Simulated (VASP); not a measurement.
# TiCo (Pm-3m) in VASP: further runs

Runs on TiCo. Level: PBE. Tasks: single point.

Program: VASP 6.6.1. These are calculated values, not measurements. Logs are shortened: lines on timing, memory, paths and dates and some standing lists are left out, and cuts for length are marked.

**1. The cell of the first run**

The structure is cubic, space group Pm-3m (No. 221). The conventional cell has a = 2.986 Å, b = 2.986 Å, c = 2.986 Å, α = 90.00°, β = 90.00°, γ = 90.00°. Within 3.4 Å of Ti (site symmetry m-3m) lie 8 Co at 2.59 Å and 6 Ti at 2.99 Å. Within 3.4 Å of Co (site symmetry m-3m) lie 8 Ti at 2.59 Å and 6 Co at 2.99 Å.

**2. Single point, PBE, collinear spin, ferromagnetic start**

Input file INCAR:

```
PREC = Accurate
ENCUT = 520
EDIFF = 1E-6
ISMEAR = -1
SIGMA = 0.03
LREAL = False
LASPH = True
NELM = 150
ALGO = Normal
ISIF = 2
LWAVE = False
LCHARG = False
ISPIN = 2
MAGMOM = 0 0.75
LORBIT = 11
NUPDOWN = 0.75
LMAXMIX = 4
GGA = PE
NBANDS = 22
```

Input file KPOINTS:

```
regular mesh
0
Gamma
  13 13 13
```

Input file POSCAR:

```
TiCo
1.0
    2.9861109900      0.0000000000      0.0000000000
    0.0000000000      2.9861109900      0.0000000000
    0.0000000000      0.0000000000      2.9861109900
Ti Co
1 1
Direct
    0.0000000000      0.0000000000      0.0000000000
    0.5000000000      0.5000000000      0.5000000000
```

Potentials or basis: VASP PAW PBE potentials, release 64 (Ti_sv, Co).

Command:

```
$ cat potpaw_PBE.64/Ti_sv/POTCAR potpaw_PBE.64/Co/POTCAR > POTCAR
$ mpirun -np 1 vasp_std > vasp.out
```

OUTCAR:

```text
PREC = Accurate
   ENCUT = 520
   EDIFF = 1E-6
   ISMEAR = -1
   LREAL = False
   LASPH = True
   NELM = 150
   ISIF = 2
   ISPIN = 2
   LORBIT = 11
   NUPDOWN = 0.75
   GGA = PE

 ion  position               nearest neighbor table
   1  0.000  0.000  0.000-   2 2.59   2 2.59   2 2.59   2 2.59   2 2.59   2 2.59   2 2.59   2 2.59

   2  0.500  0.500  0.500-   1 2.59   1 2.59   1 2.59   1 2.59   1 2.59   1 2.59   1 2.59   1 2.59

  LATTYP: Found a simple cubic cell.
 ALAT       =     2.9861109900

  Lattice vectors:

 A1 = (   2.9861109900,   0.0000000000,   0.0000000000)
 A2 = (   0.0000000000,   2.9861109900,   0.0000000000)
 A3 = (   0.0000000000,   0.0000000000,   2.9861109900)

Analysis of symmetry for initial positions (statically):
=====================================================================
 Subroutine PRICEL returns:
 Original cell was already a primitive cell.

 Routine SETGRP: Setting up the symmetry group for a
 simple cubic supercell.

 Subroutine GETGRP returns: Found 48 space group operations
 (whereof 48 operations were pure point group operations)
 out of a pool of 48 trial point group operations.

The static configuration has the point symmetry O_h .

Analysis of symmetry for dynamics (positions and initial velocities):
=====================================================================
 Subroutine PRICEL returns:
 Original cell was already a primitive cell.

 Routine SETGRP: Setting up the symmetry group for a
 simple cubic supercell.

 Subroutine GETGRP returns: Found 48 space group operations
 (whereof 48 operations were pure point group operations)
 out of a pool of 48 trial point group operations.

The dynamic configuration has the point symmetry O_h .

Analysis of structural, dynamic, and magnetic symmetry:
=====================================================================
 Subroutine PRICEL returns:
 Original cell was already a primitive cell.

 Routine SETGRP: Setting up the symmetry group for a
 simple cubic supercell.

 Subroutine GETGRP returns: Found 48 space group operations
 (whereof 48 operations were pure point group operations)
 out of a pool of 48 trial point group operations.

The overall configuration has the point symmetry O_h .

 Subroutine INISYM returns: Found 48 space group operations
 (whereof 48 operations are pure point group operations),
 and found     1 'primitive' translations

----------------------------------------------------------------------------------------

                                     Primitive cell

  volume of cell :      26.6267

  direct lattice vectors                    reciprocal lattice vectors
     2.986110990  0.000000000  0.000000000     0.334883735  0.000000000  0.000000000
     0.000000000  2.986110990  0.000000000     0.000000000  0.334883735  0.000000000
     0.000000000  0.000000000  2.986110990     0.000000000  0.000000000  0.334883735

  length of vectors
     2.986110990  2.986110990  2.986110990     0.334883735  0.334883735  0.334883735

  position of ions in fractional coordinates (direct lattice)
     0.000000000  0.000000000  0.000000000
     0.500000000  0.500000000  0.500000000

  ion indices of the primitive-cell ions
   primitive index   ion index
                 1           1
                 2           2

----------------------------------------------------------------------------------------

 KPOINTS: regular mesh

Automatic generation of k-mesh.
 Grid dimensions read from file:
 generate k-points for:   13   13   13

 Generating k-lattice:

  Cartesian coordinates                     Fractional coordinates (reciprocal lattice)
     0.025760287  0.000000000  0.000000000     0.076923077  0.000000000  0.000000000
     0.000000000  0.025760287  0.000000000     0.000000000  0.076923077  0.000000000
     0.000000000  0.000000000  0.025760287     0.000000000  0.000000000  0.076923077

  Length of vectors
     0.025760287  0.025760287  0.025760287

  Shift w.r.t. Gamma in fractional coordinates (k-lattice)
     0.000000000  0.000000000  0.000000000

 Subroutine IBZKPT returns following result:
 ===========================================

 Found     84 irreducible k-points:

 Following reciprocal coordinates:
            Coordinates               Weight
  0.000000  0.000000  0.000000      1.000000
  0.076923  0.000000  0.000000      6.000000
  0.153846  0.000000  0.000000      6.000000
  0.230769  0.000000  0.000000      6.000000
  0.307692  0.000000  0.000000      6.000000
  0.384615  0.000000  0.000000      6.000000
[... 16 lines left out ...]
  0.307692  0.307692  0.000000     12.000000
  0.384615  0.307692  0.000000     24.000000
 [... further k-points ...]
   k-points           NKPTS =     84   k-points in BZ     NKDIM =     84   number of bands    NBANDS=     22
   number of dos      NEDOS =    301   number of ions     NIONS =      2
   total plane-waves  NPLWV =  13824
   dimension x,y,z NGX =    24 NGY =   24 NGZ =   24
   dimension x,y,z NGXF=    48 NGYF=   48 NGZF=   48
   ions per type =               1   1
   NGX,Y,Z   is equivalent  to a cutoff of  13.36, 13.36, 13.36 a.u.
   NGXF,Y,Z  is equivalent  to a cutoff of  26.72, 26.72, 26.72 a.u.
 SYSTEM =  unknown system
   PREC   = accura    normal or accurate (medium, high low for compatibility)
   ISTART =      0    job   : 0-new  1-cont  2-samecut
   ICHARG =      2    charge: 1-file 2-atom 10-const
   ISPIN  =      2    spin polarized calculation?
   LNONCOLLINEAR =      F non collinear calculations
   LSORBIT =      F    spin-orbit coupling
   LASPH  =      T    aspherical Exc in radial PAW
   ENCUT  =  520.0 eV  38.22 Ry    6.18 a.u.   5.55  5.55  5.55*2*pi/ulx,y,z
   NELM   =    150;   NELMIN=  2; NELMDL= -5     # of ELM steps
   EDIFF  = 0.1E-05   stopping-criterion for ELM
   LREAL  =      F    real-space projection
   EDIFFG = 0.1E-04   stopping-criterion for IOM
   NSW    =      0    number of steps for IOM
   IBRION =     -1    ionic relax: 0-MD 1-quasi-New 2-CG
   NFREE  =      0    steps in history (QN), initial steepest desc. (CG)
   ISIF   =      2    stress and relaxation
   ISYM   =      2    0-nonsym 1-usesym 2-fastsym
   POTIM  = 0.5000    time-step for ionic-motion
   TEBEG  =    0.0;   TEEND  =   0.0 temperature during run
   PSTRESS=    0.0 pullay stress
   NELECT =      21.0000    total number of electrons
   NUPDOWN=       0.7500    fix difference up-down
   EMIN   =  10.00;   EMAX   =-10.00  energy-range for DOS
   EFERMI =   0.00;   METHOD = LEGACY
   ISMEAR =    -1;   SIGMA  =   0.03  broadening in eV -4-tet -1-fermi 0-gaus
   EFERMI_NEDOS =   21; number of points for ismear=-14 and -15
   IALGO  =     38    algorithm
   IMIX   =      4    mixing-type and parameters
     AMIX     =   0.40;   BMIX     =  1.00
     AMIX_MAG =   1.60;   BMIX_MAG =  1.00
  volume/ion in A,a.u.               =      13.31        89.84
  Fermi-wavevector in a.u.,A,eV,Ry     =   1.512546  2.858298 31.127355  2.287796
  Thomas-Fermi vector in A             =   2.622456
   LORBIT       =     11    0 simple, 1 ext, 2 COOP (PROOUT), +10 PAW based schemes
   GGA     = PE    functional components
   LHFCALC =     F    Hartree Fock is set to
   AEXX    =    0.0000 exact exchange contribution
   IVDW    =     0    specifies the selected vdW correction
   LEPSILON=     F    determine dielectric tensor
   LRPA    =     F    only Hartree local field effects (RPA)
 spin polarized calculation
  energy-cutoff  :      520.00
  volume of cell :       26.63
 maximum number of plane-waves:       739
 NGX is ok and might be reduce to    24
   NGX = 11   NGY = 11   NGZ = 11

 number of electron      20.9999983 magnetization       0.7499997

 Free energy of the ion-electron system (eV)
  ---------------------------------------------------
  ext. energy  EPLUGINS =         0.00000000
  ---------------------------------------------------
  free energy    TOTEN  =       -15.67593361 eV

  energy without entropy =      -15.67058294  energy(sigma->0) =      -15.67325828

 E-fermi :   9.9992     XC(G=0): -12.5749

 val. band max:        9.9753991326   @ k =   0.4615   0.4615   0.3077
 cond. band min:       9.8904236952   @ k =   0.4615   0.3846   0.0000
 fundamental gap:     -0.0849754374
 Fermi energy:         9.8869758760

 spin component 1

 k-point     1 :       0.0000    0.0000    0.0000
  band No.  band energies     occupation
      1     -47.2163      1.00000
      2     -23.3078      1.00000
      3     -23.3078      1.00000
      4     -23.3078      1.00000
      5       2.2564      1.00000
      6       5.7888      1.00000
[... 14 lines left out ...]
     21      29.2725      0.00000
     22      30.8826      0.00000
[... 552 lines left out ...]
  band No.  band energies     occupation
      1     -47.1692      1.00000
      2     -23.5389      1.00000
      3     -23.4760      1.00000
      4     -23.2702      1.00000
      5       5.3770      1.00000
      6       6.2398      1.00000
[... 14 lines left out ...]
     21      27.0072      0.00000
     22      29.5853      0.00000

 [... further k-points ...]

 spin component 2

 k-point     1 :       0.0000    0.0000    0.0000
  band No.  band energies     occupation
      1     -47.2802      1.00000
      2     -23.3727      1.00000
      3     -23.3727      1.00000
      4     -23.3727      1.00000
      5       2.2237      1.00000
      6       6.3965      1.00000
[... 14 lines left out ...]
     21      29.3827      0.00000
     22      30.7446      0.00000
[... 552 lines left out ...]
  band No.  band energies     occupation
      1     -47.2326      1.00000
      2     -23.6065      1.00000
      3     -23.5430      1.00000
      4     -23.3349      1.00000
      5       5.5452      1.00000
      6       6.5761      1.00000
[... 14 lines left out ...]
     21      26.8695      0.00000
     22      29.6239      0.00000

 [... further k-points ...]

------------------------ aborting loop because EDIFF is reached ----------------------------------------

  FORCE on cell =-STRESS in cart. coord.  units (eV):
  Direction    XX          YY          ZZ          XY          YZ          ZX
  --------------------------------------------------------------------------------------
  -------------------------------------------------------------------------------------
  Total       -0.1367605     -0.1367605     -0.1367605     -0.0000000      0.0000000     -0.0000000
  in kB       -8.2291221     -8.2291221     -8.2291221     -0.0000000      0.0000000     -0.0000000
  external PRESSURE =      -8.2291221 kB  Pullay stress =       0.0000000 kB

 VOLUME and BASIS-vectors are now :
 -----------------------------------------------------------------------------
  energy-cutoff  :      520.00
  volume of cell :       26.63
      direct lattice vectors                 reciprocal lattice vectors
     2.986110990  0.000000000  0.000000000     0.334883735  0.000000000  0.000000000
     0.000000000  2.986110990  0.000000000     0.000000000  0.334883735  0.000000000
     0.000000000  0.000000000  2.986110990     0.000000000  0.000000000  0.334883735

 POSITION                                       TOTAL-FORCE (eV/Angst)
 -----------------------------------------------------------------------------------
      0.00000      0.00000      0.00000         0.000000      0.000000      0.000000
      1.49306      1.49306      1.49306         0.000000      0.000000      0.000000
 -----------------------------------------------------------------------------------
    total drift:                                0.000000      0.000000     -0.000000

  FREE ENERGIE OF THE ION-ELECTRON SYSTEM (eV)
  ---------------------------------------------------
  free  energy   TOTEN  =       -15.6759336132 eV

  energy  without entropy=      -15.6705829433  energy(sigma->0) =      -15.67325828

 total charge

# of ion       s       p       d       tot
------------------------------------------
    1        2.247   6.181   1.855  10.283
    2        0.526   0.459   7.305   8.290
--------------------------------------------------
tot          2.773   6.639   9.160  18.573

 magnetization (x)

# of ion       s       p       d       tot
------------------------------------------
    1       -0.003  -0.014  -0.069  -0.086
    2        0.029  -0.008   0.878   0.899
--------------------------------------------------
tot          0.026  -0.022   0.809   0.813
```

It took 2 min on 1 thread of Intel Xeon 8259CL, shared host; peak memory 0.21 GiB.

What came out:

| Property | Result |
| --- | --- |
| Free energy | -15.6759 eV |
| Pressure | -0.8 GPa |
| Net moment | 0.75 μB per cell |
| Site moments | Ti -0.09; Co +0.90 μB |
| Valence electrons inside the program's atomic spheres | Ti 10.28; Co 8.29 |

Caveat: the total moment is fixed, so each spin has its own Fermi level and the state may be an excited one.

(Part 1 of 2 ends here.)
